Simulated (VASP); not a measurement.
# Al3B2P (C2/m) in VASP: notebook

The runs below take Al3B2P through single point, with PBE.

Everything below comes from runs of VASP 6.6.1. Logs are shortened: lines on timing, memory, paths and dates and some standing lists are left out, and cuts for length are marked.

### Step 1. The cell of the first run

Symmetry: C2/m, No. 12, monoclinic system. The conventional cell has a = 5.403 Å, b = 9.369 Å, c = 3.098 Å, α = 90.00°, β = 91.20°, γ = 90.00°. Al (site symmetry -1) has 4 B at 2.18 to 2.22 Å and 4 Al at 2.70 Å within 2.9 Å. Al (site symmetry 2/m) has 4 B at 2.20 Å and 4 Al at 2.70 Å within 2.9 Å. Within 2.9 Å of B (site symmetry 2) lie 6 Al at 2.18 to 2.22 Å. P (site symmetry 2/m) has 12 Al at 3.09 to 3.14 Å and 2 P at 3.10 Å and 6 B at 3.12 Å within 4.1 Å.

### Step 2. Single point, PBE

INCAR reads:

```
SYSTEM = Al3B2P
PREC = Accurate
ENCUT = 520
EDIFF = 1E-6
ISMEAR = 0
SIGMA = 0.1
LREAL = .FALSE.
LASPH = .TRUE.
NELM = 100
ALGO = Normal
ISIF = 2
LWAVE = .FALSE.
LCHARG = .FALSE.
GGA = PE
NBANDS = 19
```

KPOINTS reads:

```
Automatic mesh
0
G
  4 4 6
  0 0 0
```

POSCAR reads:

```
Al3B2P
1.0
    2.7017094700     -4.6846612500      0.0000000000
    2.7017094700      4.6846612500      0.0000000000
   -0.0648729900      0.0000000000      3.0971212000
Al B P
3 2 1
Direct
    0.0000000000      0.5000000000      0.5000000000
    0.5000000000      0.0000000000      0.5000000000
    0.5000000000      0.5000000000      0.5000000000
    0.6670000000      0.3330000000      0.0000000000
    0.3330000000      0.6670000000      0.0000000000
    0.0000000000      0.0000000000      0.0000000000
```

Potentials or basis: VASP PAW PBE potentials, release 64 (Al, B, P).

On the command line:

```
$ cat potpaw_PBE.64/Al/POTCAR potpaw_PBE.64/B/POTCAR potpaw_PBE.64/P/POTCAR > POTCAR
$ mpirun -np 1 vasp_std > vasp.out
```

OUTCAR:

```text
SYSTEM = Al3B2P
   PREC = Accurate
   ENCUT = 520
   EDIFF = 1E-6
   ISMEAR = 0
   LREAL = .FALSE.
   LASPH = .TRUE.
   NELM = 100
   ISIF = 2
   GGA = PE

 ion  position               nearest neighbor table
   1  0.000  0.500  0.500-   5 2.18   4 2.18   4 2.22   5 2.22   2 2.70   2 2.70   3 2.70   3 2.70
                             6 3.10   6 3.10   6 3.13   6 3.13
   2  0.500  0.000  0.500-   4 2.18   5 2.18   4 2.22   5 2.22   1 2.70   1 2.70   3 2.70   3 2.70
                             6 3.10   6 3.10   6 3.13   6 3.13
   3  0.500  0.500  0.500-   4 2.20   5 2.20   4 2.20   5 2.20   1 2.70   2 2.70   2 2.70   1 2.70
                             6 3.09   6 3.09   6 3.14   6 3.14
   4  0.667  0.333  0.000-   1 2.18   2 2.18   3 2.20   3 2.20   2 2.22   1 2.22
   5  0.333  0.667  0.000-   2 2.18   1 2.18   3 2.20   3 2.20   2 2.22   1 2.22
   6  0.000  0.000  0.000-   3 3.09   3 3.09   1 3.10   1 3.10   2 3.10   2 3.10   1 3.13   2 3.13
                             2 3.13   1 3.13   3 3.14   3 3.14

  LATTYP: Found a base centered monoclinic cell.
 ALAT       =     5.4034189400
 B/A-ratio  =     1.7339618867
 C/A-ratio  =     0.5733037882
 COS(beta)  =    -0.0209416291

  Lattice vectors:

 A1 = (   2.7017094700,  -4.6846612500,   0.0000000000)
 A2 = (   2.7017094700,   4.6846612500,   0.0000000000)
 A3 = (  -0.0648729900,   0.0000000000,   3.0971212000)

Analysis of symmetry for initial positions (statically):
=====================================================================
 Subroutine PRICEL returns:
 Original cell was already a primitive cell.

 Routine SETGRP: Setting up the symmetry group for a
 base centered monoclinic supercell.

 Subroutine GETGRP returns: Found  4 space group operations
 (whereof  4 operations were pure point group operations)
 out of a pool of  4 trial point group operations.

The static configuration has the point symmetry C_2h.

Analysis of symmetry for dynamics (positions and initial velocities):
=====================================================================
 Subroutine PRICEL returns:
 Original cell was already a primitive cell.

 Routine SETGRP: Setting up the symmetry group for a
 base centered monoclinic supercell.

 Subroutine GETGRP returns: Found  4 space group operations
 (whereof  4 operations were pure point group operations)
 out of a pool of  4 trial point group operations.

The dynamic configuration has the point symmetry C_2h.

 Subroutine INISYM returns: Found  4 space group operations
 (whereof  4 operations are pure point group operations),
 and found     1 'primitive' translations

----------------------------------------------------------------------------------------

                                     Primitive cell

  volume of cell :      78.3980

  direct lattice vectors                    reciprocal lattice vectors
     2.701709470 -4.684661250  0.000000000     0.185068012 -0.106731303  0.003876476
     2.701709470  4.684661250  0.000000000     0.185068012  0.106731303  0.003876476
    -0.064872990  0.000000000  3.097121200     0.000000000  0.000000000  0.322880487

  length of vectors
     5.407891002  5.407891002  3.097800548     0.213674442  0.213674442  0.322880487

  position of ions in fractional coordinates (direct lattice)
     1.000000000  0.500000000  0.500000000
     0.500000000  1.000000000  0.500000000
     0.500000000  0.500000000  0.500000000
     0.667000000  0.333000000  0.000000000
     0.333000000  0.667000000  0.000000000
     0.000000000  0.000000000  0.000000000

  ion indices of the primitive-cell ions
   primitive index   ion index
                 1           1
                 2           2
                 3           3
                 4           4
                 5           5
                 6           6

----------------------------------------------------------------------------------------

 KPOINTS: Automatic mesh

Automatic generation of k-mesh.
 Grid dimensions read from file:
 generate k-points for:    4    4    6

 Generating k-lattice:

  Cartesian coordinates                     Fractional coordinates (reciprocal lattice)
     0.046267003 -0.026682826  0.000969119     0.250000000 -0.000000000  0.000000000
     0.046267003  0.026682826  0.000969119    -0.000000000  0.250000000  0.000000000
     0.000000000  0.000000000  0.053813414     0.000000000  0.000000000  0.166666667

  Length of vectors
     0.053418610  0.053418610  0.053813414

  Shift w.r.t. Gamma in fractional coordinates (k-lattice)
     0.000000000  0.000000000  0.000000000

 Subroutine IBZKPT returns following result:
 ===========================================

 Found     34 irreducible k-points:

 Following reciprocal coordinates:
            Coordinates               Weight
  0.000000  0.000000  0.000000      1.000000
  0.250000 -0.000000 -0.000000      4.000000
  0.500000 -0.000000 -0.000000      2.000000
  0.250000  0.250000 -0.000000      2.000000
  0.500000  0.250000 -0.000000      4.000000
 -0.250000  0.250000  0.000000      2.000000
[... 16 lines left out ...]
  0.500000  0.250000  0.333333      4.000000
 -0.250000  0.250000  0.333333      4.000000
 [... further k-points ...]
   k-points           NKPTS =     34   k-points in BZ     NKDIM =     34   number of bands    NBANDS=     19
   number of dos      NEDOS =    301   number of ions     NIONS =      6
   total plane-waves  NPLWV =  38400
   dimension x,y,z NGX =    40 NGY =   40 NGZ =   24
   dimension x,y,z NGXF=    80 NGYF=   80 NGZF=   48
   ions per type =               3   2   1
   NGX,Y,Z   is equivalent  to a cutoff of  12.30, 12.30, 12.88 a.u.
   NGXF,Y,Z  is equivalent  to a cutoff of  24.59, 24.59, 25.76 a.u.
 SYSTEM =  Al3B2P
   PREC   = accura    normal or accurate (medium, high low for compatibility)
   ISTART =      0    job   : 0-new  1-cont  2-samecut
   ICHARG =      2    charge: 1-file 2-atom 10-const
   ISPIN  =      1    spin polarized calculation?
   LNONCOLLINEAR =      F non collinear calculations
   LSORBIT =      F    spin-orbit coupling
   LASPH  =      T    aspherical Exc in radial PAW
   ENCUT  =  520.0 eV  38.22 Ry    6.18 a.u.  10.06 10.06  5.76*2*pi/ulx,y,z
   NELM   =    100;   NELMIN=  2; NELMDL= -5     # of ELM steps
   EDIFF  = 0.1E-05   stopping-criterion for ELM
   LREAL  =      F    real-space projection
   EDIFFG = 0.1E-04   stopping-criterion for IOM
   NSW    =      0    number of steps for IOM
   IBRION =     -1    ionic relax: 0-MD 1-quasi-New 2-CG
   NFREE  =      0    steps in history (QN), initial steepest desc. (CG)
   ISIF   =      2    stress and relaxation
   ISYM   =      2    0-nonsym 1-usesym 2-fastsym
   POTIM  = 0.5000    time-step for ionic-motion
   TEBEG  =    0.0;   TEEND  =   0.0 temperature during run
   PSTRESS=    0.0 pullay stress
   NELECT =      20.0000    total number of electrons
   NUPDOWN=      -1.0000    fix difference up-down
   EMIN   =  10.00;   EMAX   =-10.00  energy-range for DOS
   EFERMI =   0.00;   METHOD = LEGACY
   ISMEAR =     0;   SIGMA  =   0.10  broadening in eV -4-tet -1-fermi 0-gaus
   EFERMI_NEDOS =   21; number of points for ismear=-14 and -15
   IALGO  =     38    algorithm
   IMIX   =      4    mixing-type and parameters
     AMIX     =   0.40;   BMIX     =  1.00
     AMIX_MAG =   1.60;   BMIX_MAG =  1.00
  volume/ion in A,a.u.               =      13.07        88.18
  Fermi-wavevector in a.u.,A,eV,Ry     =   1.038285  1.962074 14.667560  1.078035
  Thomas-Fermi vector in A             =   2.172762
   LORBIT       =      0    0 simple, 1 ext, 2 COOP (PROOUT), +10 PAW based schemes
   GGA     = PE    functional components
   LHFCALC =     F    Hartree Fock is set to
   AEXX    =    0.0000 exact exchange contribution
   IVDW    =     0    specifies the selected vdW correction
   LEPSILON=     F    determine dielectric tensor
   LRPA    =     F    only Hartree local field effects (RPA)
 non-spin polarized calculation
 Gauss-broadening in eV      SIGMA  =   0.10
  energy-cutoff  :      520.00
  volume of cell :       78.40
 maximum number of plane-waves:      2128
   NGX = 21   NGY = 21   NGZ = 11

 number of electron      20.0000000 magnetization

 Free energy of the ion-electron system (eV)
  ---------------------------------------------------
  ext. energy  EPLUGINS =         0.00000000
  ---------------------------------------------------
  free energy    TOTEN  =       -26.13967652 eV

  energy without entropy =      -26.11575690  energy(sigma->0) =      -26.12771671

 E-fermi :   7.5663     XC(G=0): -10.7163

 val. band max:        7.5570574567   @ k =   0.2500  -0.0000  -0.0000
 cond. band min:       7.5727060247   @ k =   0.5000   0.2500   0.5000
 fundamental gap:      0.0156485680
 Fermi energy:         7.5663407248

 k-point     1 :       0.0000    0.0000    0.0000
  band No.  band energies     occupation
      1      -5.3352      2.00000
      2      -1.3628      2.00000
      3      -0.6177      2.00000
      4       1.8605      2.00000
      5       1.8667      2.00000
      6       2.3837      2.00000
[... 11 lines left out ...]
     18      14.9515      0.00000
     19      15.5442      0.00000

 k-point     2 :       0.2500   -0.0000   -0.0000
  band No.  band energies     occupation
      1      -4.9614      2.00000
      2      -2.2117      2.00000
      3      -1.3928      2.00000
      4       0.9433      2.00000
      5       2.4043      2.00000
      6       4.0199      2.00000
[... 11 lines left out ...]
     18      15.0273      0.00000
     19      15.5898      0.00000

 k-point     3 :       0.5000   -0.0000   -0.0000
  band No.  band energies     occupation
      1      -4.0331      2.00000
      2      -3.6558      2.00000
      3      -1.7325      2.00000
      4       0.5597      2.00000
      5       4.3092      2.00000
      6       4.9309      2.00000
[... 434 lines left out ...]
      1      -2.8526      2.00000
      2      -1.5671      2.00000
      3      -1.0872      2.00000
      4       2.1488      2.00000
      5       2.9374      2.00000
      6       3.3367      2.00000
[... 11 lines left out ...]
     18      13.6395      0.00000
     19      14.6029      0.00000

 k-point    24 :      -0.2500    0.2500    0.3333
  band No.  band energies     occupation
      1      -3.4889      2.00000
      2      -0.9712      2.00000
      3      -0.0614      2.00000
      4       1.6410      2.00000
      5       2.4277      2.00000
      6       3.4835      2.00000
[... 11 lines left out ...]
     18      15.2658      0.00000
     19      15.7949      0.00000

 [... further k-points ...]

------------------------ aborting loop because EDIFF is reached ----------------------------------------

  FORCE on cell =-STRESS in cart. coord.  units (eV):
  Direction    XX          YY          ZZ          XY          YZ          ZX
  --------------------------------------------------------------------------------------
  -------------------------------------------------------------------------------------
  Total        1.8741283      1.7768302      2.4654304      0.0000000      0.0000000      0.3369446
  in kB       38.3005372     36.3121098     50.3846559      0.0000000      0.0000000      6.8859530
  external PRESSURE =      41.6657676 kB  Pullay stress =       0.0000000 kB

 VOLUME and BASIS-vectors are now :
 -----------------------------------------------------------------------------
  energy-cutoff  :      520.00
  volume of cell :       78.40
      direct lattice vectors                 reciprocal lattice vectors
     2.701709470 -4.684661250  0.000000000     0.185068012 -0.106731303  0.003876476
     2.701709470  4.684661250  0.000000000     0.185068012  0.106731303  0.003876476
    -0.064872990  0.000000000  3.097121200     0.000000000  0.000000000  0.322880487

 POSITION                                       TOTAL-FORCE (eV/Angst)
 -----------------------------------------------------------------------------------
      1.31842      2.34233      1.54856         0.000000     -0.000000      0.000000
      1.31842     -2.34233      1.54856         0.000000     -0.000000      0.000000
      2.66927      0.00000      1.54856         0.000000     -0.000000      0.000000
      2.70171     -1.56468      0.00000        -0.000000      0.024889      0.000000
      2.70171      1.56468      0.00000         0.000000     -0.024889      0.000000
      0.00000      0.00000      0.00000         0.000000     -0.000000      0.000000
 -----------------------------------------------------------------------------------
    total drift:                               -0.000000      0.000000     -0.000000

  FREE ENERGIE OF THE ION-ELECTRON SYSTEM (eV)
  ---------------------------------------------------
  free  energy   TOTEN  =       -26.1396765214 eV

  energy  without entropy=      -26.1157569016  energy(sigma->0) =      -26.12771671
```

Wall time 16 s (1 thread of Intel Xeon 6975P-C (Granite Rapids), shared host); peak memory 0.2 GiB.

What came out:

* Free energy: -26.1397 eV
* Pressure: 4.2 GPa
* Largest force: 0.025 eV/Å
* Band gap on the k mesh: zero (band 10 reaches 9.58 eV, above the bottom of band 11 at 7.01 eV)

Forces on the atoms (eV/Å):
```
Al   0.000  0.000  0.000
Al   0.000  0.000  0.000
Al   0.000  0.000  0.000
B    0.000  0.025  0.000
B    0.000 -0.025  0.000
P    0.000  0.000  0.000
```

### Step 3. Single point, PBE

This run uses another cell than the first one, of 14.08 Å³/atom, 1.077 times its volume.

INCAR reads:

```
  PREC = Accurate
  ENCUT = 520
  EDIFF = 1E-7
  ISMEAR = 0
  SIGMA = 0.1
  LREAL = F
  LASPH = T
  NELM = 100
  ALGO = Normal
  ISIF = 2
  LWAVE = F
  LCHARG = T
  GGA = PE
  LELF = T
  LVHAR = T
  NBANDS = 19
```

KPOINTS reads:

```
regular mesh
0
Gamma
  4 4 6
```

POSCAR reads:

```
Al3B2P
1.0
    3.0908646299     -5.3593428318      0.0401889634
    3.0908646299      5.3593428318      0.0401889634
   -0.0281464534      0.0000000000      2.5490532376
Al B P
3 2 1
Direct
    0.0000000000      0.5000000000      0.5000000000
    0.5000000000      0.0000000000      0.5000000000
    0.5000000000      0.5000000000      0.5000000000
    0.6665863040      0.3334136960      0.0000000000
    0.3334136960      0.6665863040      0.0000000000
    0.0000000000      0.0000000000      0.0000000000
```

Potentials or basis: VASP PAW PBE potentials, release 64 (Al, B, P).

On the command line:

```
$ cat potpaw_PBE.64/Al/POTCAR potpaw_PBE.64/B/POTCAR potpaw_PBE.64/P/POTCAR > POTCAR
$ mpirun -np 1 vasp_std > vasp.out
```

OUTCAR:

```text
PREC = Accurate
   ENCUT = 520
   EDIFF = 1E-7
   ISMEAR = 0
   LREAL = F
   LASPH = T
   NELM = 100
   ISIF = 2
   GGA = PE

 ion  position               nearest neighbor table
   1  0.000  0.500  0.500-   4 2.19   5 2.19   4 2.20   5 2.20   2 3.09   2 3.09   3 3.09   3 3.09

   2  0.500  0.000  0.500-   5 2.19   4 2.19   4 2.20   5 2.20   1 3.09   1 3.09   3 3.09   3 3.09

   3  0.500  0.500  0.500-   4 2.19   5 2.19   4 2.19   5 2.19   1 3.09   2 3.09   2 3.09   1 3.09

   4  0.667  0.333  0.000-   2 2.19   1 2.19   3 2.19   3 2.19   2 2.20   1 2.20
   5  0.333  0.667  0.000-   1 2.19   2 2.19   3 2.19   3 2.19   2 2.20   1 2.20
   6  0.000  0.000  0.000-

  LATTYP: Found a base centered monoclinic cell.
 ALAT       =     6.1822517947
 B/A-ratio  =     1.7337834206
 C/A-ratio  =     0.4123430609
 COS(beta)  =    -0.0019602890

  Lattice vectors:

 A1 = (  -3.0908646299,   5.3593428318,  -0.0401889634)
 A2 = (  -3.0908646299,  -5.3593428318,  -0.0401889634)
 A3 = (  -0.0281464534,   0.0000000000,   2.5490532376)

Analysis of symmetry for initial positions (statically):
=====================================================================
[... 187 lines left out ...]

 k-point     1 :       0.0000    0.0000    0.0000
  band No.  band energies     occupation
      1      -5.7366      2.00000
      2      -3.4905      2.00000
      3      -2.6038      2.00000
      4      -0.3454      2.00000
      5      -0.3396      2.00000
      6       1.5058      2.00000
[... 505 lines left out ...]
      6       3.4819      2.00000
[... 11 lines left out ...]
     18      12.2558      0.00000
     19      13.2123      0.00000

 [... further k-points ...]

------------------------ aborting loop because EDIFF is reached ----------------------------------------

  FORCE on cell =-STRESS in cart. coord.  units (eV):
  Direction    XX          YY          ZZ          XY          YZ          ZX
  --------------------------------------------------------------------------------------
  -------------------------------------------------------------------------------------
  Total       -0.0118861     -0.0258218      0.0161151      0.0000000      0.0000000     -0.0118574
  in kB       -0.2254689     -0.4898180      0.3056892      0.0000000      0.0000000     -0.2249253
  external PRESSURE =      -0.1365326 kB  Pullay stress =       0.0000000 kB

 VOLUME and BASIS-vectors are now :
 -----------------------------------------------------------------------------
  energy-cutoff  :      520.00
  volume of cell :       84.46
      direct lattice vectors                 reciprocal lattice vectors
     3.090864630 -5.359342832  0.040188963     0.161743811 -0.093295021  0.001785963
     3.090864630  5.359342832  0.040188963     0.161743811  0.093295021  0.001785963
    -0.028146453  0.000000000  2.549053238    -0.005100181  0.000000000  0.392246201

 POSITION                                       TOTAL-FORCE (eV/Angst)
 -----------------------------------------------------------------------------------
      1.53136      2.67967      1.29462        -0.000000     -0.000000     -0.000000
      1.53136     -2.67967      1.29462        -0.000000      0.000000     -0.000000
      3.07679      0.00000      1.31472        -0.000000      0.000000     -0.000000
      3.09086     -1.78559      0.04019        -0.000000     -0.000635      0.000000
      3.09086      1.78559      0.04019         0.000000      0.000635      0.000000
      0.00000      0.00000      0.00000        -0.000000      0.000000     -0.000000
 -----------------------------------------------------------------------------------
    total drift:                               -0.000000     -0.000000      0.000000

  FREE ENERGIE OF THE ION-ELECTRON SYSTEM (eV)
  ---------------------------------------------------
  free  energy   TOTEN  =       -27.3102997639 eV

  energy  without entropy=      -27.3023712082  energy(sigma->0) =      -27.30633549
```

stdout:

```text
POSCAR found type information on POSCAR AlB P
 POSCAR found :  3 types and       6 ions
 scaLAPACK will be used
 LDA part: xc-table for (Slater+PW92), standard interpolation
 POSCAR, INCAR and KPOINTS ok, starting setup
 FFT: planning ... GRIDC
 FFT: planning ... GRID_SOFT
 FFT: planning ... GRID
 WAVECAR not read
 entering main loop
```

Run time: 22 s. Hardware: 1 thread of Intel Xeon 6975P-C (Granite Rapids), shared host; peak memory 0.22 GiB.

Results:

| Quantity | Value |
| --- | --- |
| Free energy | -27.3103 eV |
| Pressure | 0.0 GPa |
| Band gap on the k mesh | zero (band 10 reaches 9.35 eV, above the bottom of band 11 at 6.19 eV) |

Caveat: the k points lie up to 0.41 Å⁻¹ apart.
